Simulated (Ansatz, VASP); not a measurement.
One calculation of Ir, two programs

```
CELL_PARAMETERS angstrom
4.37880 0.00000 0.00000
-2.18940 3.79215 0.00000
0.00000 0.00000 2.70225
ATOMIC_POSITIONS crystal
Ir 0.00000 0.00000 0.00000
Ir 0.33333 0.66667 0.50000
Ir 0.66667 0.33333 0.50000
```

Alike in both runs: functional PBE; k mesh 9 × 9 × 12; occupations fermi-dirac, width 0.05 eV; collinear spin.

Ansatz relaxed the structure, and its values are those at the end. VASP's run is a single point on that final structure, the one shown.

```csv
,VASP,Ansatz
version,VASP 6.6.1,Ansatz 0.2.0
potentials or method,"VASP PAW PBE potentials, release 64 (Ir), cutoff 520 eV","plane waves (420 eV) with PAW, scalar-relativistic"
valence electrons in the cell,27,51
```

|  | VASP | Ansatz | Ansatz less VASP |
| --- | --- | --- | --- |
| pressure (GPa) | 0.4 | 0.0 | -0.39 |
| net moment per atom (μB) | 0.00 | 0.00 | 0.000 |

VASP's potentials hold 27 valence electrons a cell and Ansatz's 51, so a difference there can come from the potentials and not from the codes. Ansatz's warnings: seeded moment not kept.

Neither program's run includes spin-orbit coupling.
